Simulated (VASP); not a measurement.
# TlH5 (P4/mmm) in VASP: relaxation of cell and atoms with PBE

Aim: the relaxation of cell and atoms of TlH5 with PBE.

Program: VASP 6.6.1. These are calculated values, not measurements. Logs are shortened: lines on timing, memory, paths and dates and some standing lists are left out, and cuts for length are marked.

## 1. The cell of the first run

It takes space group P4/mmm (No. 123, tetragonal). The conventional cell has a = 5.985 Å, b = 5.985 Å, c = 4.289 Å, α = 90.00°, β = 90.00°, γ = 90.00°. Within 2.8 Å of Tl (site symmetry 4/mmm) lie 6 H at 2.14 to 2.61 Å. H (site symmetry m2m) has 1 H at 0.77 Å within 1.0 Å. H (site symmetry 4/mmm) has 2 Tl at 2.14 Å within 2.8 Å.

The cell was generated, and may not be a known phase.

## 2. Relaxation of cell and atoms, PBE

The input, INCAR:

```
PREC = Accurate
ENCUT = 910
EDIFF = 1E-7
ISMEAR = 0
SIGMA = 0.1
LREAL = F
LASPH = T
NELM = 120
ALGO = Normal
ISIF = 3
LWAVE = F
LCHARG = F
GGA = PE
IBRION = 2
NSW = 100
EDIFFG = -0.01
GGA_COMPAT = F
NELMIN = 4
```

The input, KPOINTS:

```
regular mesh
0
Gamma
  6 6 10
```

The input, POSCAR:

```
TlH5
1.0
    5.9851101675      0.0000000000      0.0000000000
    0.0000000000      5.9851101675      0.0000000000
    0.0000000000      0.0000000000      4.2889264742
Tl H
1 5
Direct
    0.5000000000      0.5000000000      0.0000000000
    0.0641589171      0.5000000000      0.0000000000
    0.9358410829      0.5000000000      0.0000000000
    0.5000000000      0.0641589171      0.0000000000
    0.5000000000      0.9358410829      0.0000000000
    0.5000000000      0.5000000000      0.5000000000
```

Potentials or basis: VASP PAW PBE potentials, release 64 (Tl_d, H_h).

The run is started by

```sh
$ cat potpaw_PBE.64/Tl_d/POTCAR potpaw_PBE.64/H_h/POTCAR > POTCAR
$ mpirun -np 1 vasp_std > vasp.out
```

OUTCAR:

```text
PREC = Accurate
   ENCUT = 910
   EDIFF = 1E-7
   ISMEAR = 0
   LREAL = F
   LASPH = T
   NELM = 120
   ISIF = 3
   GGA = PE
   IBRION = 2
   NSW = 100
   EDIFFG = -0.01
   NELMIN = 4

 ion  position               nearest neighbor table
   1  0.500  0.500  0.000-   6 2.14   6 2.14
   2  0.064  0.500  0.000-   3 0.77
   3  0.936  0.500  0.000-   2 0.77
   4  0.500  0.064  0.000-   5 0.77
   5  0.500  0.936  0.000-   4 0.77
   6  0.500  0.500  0.500-   1 2.14   1 2.14

  LATTYP: Found a simple tetragonal cell.
 ALAT       =     5.9851101675
 C/A-ratio  =     0.7165994199

  Lattice vectors:

 A1 = (   5.9851101675,   0.0000000000,   0.0000000000)
 A2 = (   0.0000000000,   5.9851101675,   0.0000000000)
 A3 = (   0.0000000000,   0.0000000000,   4.2889264742)

Analysis of symmetry for initial positions (statically):
=====================================================================
 Subroutine PRICEL returns:
 Original cell was already a primitive cell.

 Routine SETGRP: Setting up the symmetry group for a
 simple tetragonal supercell.

 Subroutine GETGRP returns: Found 16 space group operations
 (whereof 16 operations were pure point group operations)
 out of a pool of 16 trial point group operations.

The static configuration has the point symmetry D_4h.

Analysis of symmetry for dynamics (positions and initial velocities):
=====================================================================
 Subroutine PRICEL returns:
 Original cell was already a primitive cell.

 Routine SETGRP: Setting up the symmetry group for a
 simple tetragonal supercell.

 Subroutine GETGRP returns: Found 16 space group operations
 (whereof 16 operations were pure point group operations)
 out of a pool of 16 trial point group operations.

The dynamic configuration has the point symmetry D_4h.

 Subroutine INISYM returns: Found 16 space group operations
 (whereof 16 operations are pure point group operations),
 and found     1 'primitive' translations

----------------------------------------------------------------------------------------

                                     Primitive cell

  volume of cell :     153.6360

[... 121 lines left out ...]
   GGA     = PE    functional components
   LHFCALC =     F    Hartree Fock is set to
   AEXX    =    0.0000 exact exchange contribution
   IVDW    =     0    specifies the selected vdW correction
   LEPSILON=     F    determine dielectric tensor
   LRPA    =     F    only Hartree local field effects (RPA)
 conjugate gradient relaxation of ions
 non-spin polarized calculation
 Gauss-broadening in eV      SIGMA  =   0.10
  energy-cutoff  :      910.00
  volume of cell :      153.64
 maximum number of plane-waves:      9608
 NGX is ok and might be reduce to    60
   NGX = 29   NGY = 29   NGZ = 21

--------------------------------------- Ionic step        1  -------------------------------------------

 number of electron      18.0000001 magnetization

 Free energy of the ion-electron system (eV)
  ---------------------------------------------------
  ext. energy  EPLUGINS =         0.00000000
  ---------------------------------------------------
  free energy    TOTEN  =       -17.29408340 eV

  energy without entropy =      -17.28255302  energy(sigma->0) =      -17.28831821

------------------------ aborting loop because EDIFF is reached ----------------------------------------

  FORCE on cell =-STRESS in cart. coord.  units (eV):
  Direction    XX          YY          ZZ          XY          YZ          ZX
  --------------------------------------------------------------------------------------
  -------------------------------------------------------------------------------------
  Total        0.2672670      0.2672670     -0.1399725      0.0000000      0.0000000      0.0000000
  in kB        2.7871669      2.7871669     -1.4596897      0.0000000      0.0000000      0.0000000
  external PRESSURE =       1.3715480 kB  Pullay stress =       0.0000000 kB
[... 101 lines left out ...]
  FREE ENERGIE OF THE ION-ELECTRON SYSTEM (eV)
  ---------------------------------------------------
  free  energy   TOTEN  =       -17.2947765282 eV

  energy  without entropy=      -17.2831213946  energy(sigma->0) =      -17.28894896

[... ionic steps 4 to 25 ...]

--------------------------------------- Ionic step       26  -------------------------------------------

 number of electron      18.0000001 magnetization

------------------------ aborting loop because EDIFF is reached ----------------------------------------
[... 75 lines left out ...]
--------------------------------------- Ionic step       28  -------------------------------------------

 number of electron      18.0000001 magnetization

 Free energy of the ion-electron system (eV)
  ---------------------------------------------------
  ext. energy  EPLUGINS =         0.00000000
  ---------------------------------------------------
  free energy    TOTEN  =       -17.31370954 eV

  energy without entropy =      -17.30309674  energy(sigma->0) =      -17.30840314

 E-fermi :  -0.5491     XC(G=0):  -4.8407

 val. band max:       -0.5513846729   @ k =   0.5000   0.1667   0.1000
 cond. band min:      -0.3716689343   @ k =   0.0000   0.0000   0.3000
 fundamental gap:      0.1797157386
 Fermi energy:        -0.5491317201

 k-point     1 :       0.0000    0.0000    0.0000
  band No.  band energies     occupation
      1     -13.2663      2.00000
      2     -12.9458      2.00000
      3     -12.8973      2.00000
      4     -12.7614      2.00000
      5     -12.7614      2.00000
      6      -9.4359      2.00000
      7      -8.0640      2.00000
      8      -7.1604      2.00000
      9      -0.9377      2.00000
     10      -0.9377      2.00000
     11       1.3804      0.00000
     12       2.6578      0.00000
     13       2.8259      0.00000
[... 354 lines left out ...]
  band No.  band energies     occupation
      1     -13.1068      2.00000
      2     -12.9314      2.00000
      3     -12.8960      2.00000
      4     -12.7807      2.00000
      5     -12.7803      2.00000
      6      -8.9416      2.00000
      7      -8.2707      2.00000
      8      -7.3790      2.00000
      9      -1.9013      2.00000
     10      -0.5720      1.25389
     11       0.6289      0.00000
     12       3.5293      0.00000
     13       3.5776      0.00000

 [... further k-points ...]
[... 5 lines left out ...]
  --------------------------------------------------------------------------------------
  -------------------------------------------------------------------------------------
  Total       -0.0003617     -0.0003617      0.0254215      0.0000000      0.0000000      0.0000000
  in kB       -0.0036722     -0.0036722      0.2580878      0.0000000      0.0000000      0.0000000
  external PRESSURE =       0.0835811 kB  Pullay stress =       0.0000000 kB
[... 21 lines left out ...]
  FREE ENERGIE OF THE ION-ELECTRON SYSTEM (eV)
  ---------------------------------------------------
  free  energy   TOTEN  =       -17.3137095392 eV

  energy  without entropy=      -17.3030967394  energy(sigma->0) =      -17.30840314

 reached required accuracy - stopping structural energy minimisation
```

OSZICAR:

```text
N       E                     dE             d eps       ncg     rms          rms(c)
DAV:   1     0.962425859144E+02    0.96243E+02   -0.95801E+03  1560   0.165E+03
DAV:   2    -0.134162493361E+02   -0.10966E+03   -0.10613E+03  1898   0.251E+02
DAV:   3    -0.189583871358E+02   -0.55421E+01   -0.54733E+01  1770   0.545E+01
[... 259 lines left out ...]
DAV:   2    -0.173138154461E+02    0.45889E-03   -0.95587E-04  1610   0.291E-01    0.504E-02
DAV:   3    -0.173137193165E+02    0.96130E-04   -0.28193E-04  1710   0.143E-01    0.335E-02
DAV:   4    -0.173137102875E+02    0.90291E-05   -0.22258E-05  1695   0.401E-02    0.486E-03
DAV:   5    -0.173137096098E+02    0.67768E-06   -0.51483E-06  1713   0.203E-02    0.227E-03
DAV:   6    -0.173137095392E+02    0.70587E-07   -0.26744E-07  1538   0.460E-03
  28 F= -.17313710E+02 E0= -.17308403E+02  d E =-.162344E-03
```

Wall time 51 min (1 thread of Intel Xeon Platinum 8375C at 2.90GHz (Ice Lake), shared host); peak memory 0.61 GiB.

What came out:

| Quantity | Value |
| --- | --- |
| Free energy | -17.3137 eV |
| Relaxed volume | 26.30 Å³/atom |
| Relaxed cell | a = 6.257 Å, b = 6.257 Å, c = 4.030 Å, α = 90.00°, β = 90.00°, γ = 90.00° |
| Space group after relaxing (to 0.1 Å) | P4/mmm (No. 123) |
| Energy gained by relaxing | 3.3 meV/atom |
| Ionic steps | 28 |
| Pressure after relaxing | 0.0 GPa |
| Band gap on the k mesh | zero (bands 9 and 10 overlap by 1.59 eV) |

Forces on the atoms (eV/Å):
```
Tl   0.000  0.000  0.000
H   -0.003  0.000  0.000
H    0.003  0.000  0.000
H    0.000 -0.003  0.000
H    0.000  0.003  0.000
H    0.000  0.000  0.000
```

The path:
| step | energy change (eV) | largest force (eV/Å) | pressure (GPa) | volume (Å³) |
| --- | --- | --- | --- | --- |
| 1 | 0.0000 | 0.0417 | 0.14 | 153.64 |
| 2 | -0.0007 | 0.1197 | 0.02 | 154.12 |
| 3 | -0.0007 | 0.0956 | 0.04 | 154.05 |
| 4 | -0.0013 | 0.0921 | 0.04 | 154.29 |
| 5 | -0.0032 | 0.0808 | 0.03 | 155.00 |
| 6 | -0.0062 | 0.0567 | 0.01 | 156.41 |
| 7 | -0.0105 | 0.0037 | -0.02 | 159.22 |
| 8 | -0.0142 | 0.1201 | -0.07 | 164.75 |
| 9 | -0.0153 | 0.0358 | -0.17 | 165.58 |
| 10 | -0.0153 | 0.0440 | -0.18 | 165.62 |
| 11 | -0.0159 | 0.0508 | -0.18 | 165.69 |
| 12 | -0.0169 | 0.0755 | -0.14 | 165.88 |
| 13 | -0.0168 | 0.1155 | -0.01 | 165.45 |
| 14 | -0.0172 | 0.0155 | -0.08 | 165.67 |
| 15 | -0.0173 | 0.0116 | -0.07 | 165.41 |
| 16 | -0.0176 | 0.0001 | -0.06 | 164.62 |
| 17 | -0.0179 | 0.0230 | -0.02 | 163.04 |
| 18 | -0.0180 | 0.0091 | 0.00 | 162.73 |
| 19 | -0.0181 | 0.0443 | 0.02 | 162.38 |
| 20 | -0.0182 | 0.0439 | 0.03 | 162.19 |
| 21 | -0.0184 | 0.0427 | 0.02 | 161.63 |
| 22 | -0.0188 | 0.0407 | 0.04 | 160.51 |
| 23 | -0.0193 | 0.0388 | 0.06 | 158.27 |
| 24 | -0.0194 | 0.0384 | 0.06 | 157.24 |
| 25 | -0.0193 | 0.0881 | -0.02 | 157.56 |
| 26 | -0.0195 | 0.0119 | 0.03 | 157.37 |
| 27 | -0.0196 | 0.0083 | 0.02 | 157.55 |
| 28 | -0.0196 | 0.0030 | 0.01 | 157.81 |

Final structure:
```xyz
6
Lattice="6.2574 0.0000 0.0000 0.0000 6.2574 0.0000 0.0000 0.0000 4.0305" Properties=species:S:1:pos:R:3 pbc="T T T"
Tl    3.1287    3.1287    0.0000
H     0.3850    3.1287    0.0000
H     5.8724    3.1287    0.0000
H     3.1287    0.3850    0.0000
H     3.1287    5.8724    0.0000
H     3.1287    3.1287    2.0152
```

Caveat: spin-orbit coupling is left out, which moves the levels of the heavy elements.

The gap in the log of VASP goes by the Fermi energy; the results here count the filled bands.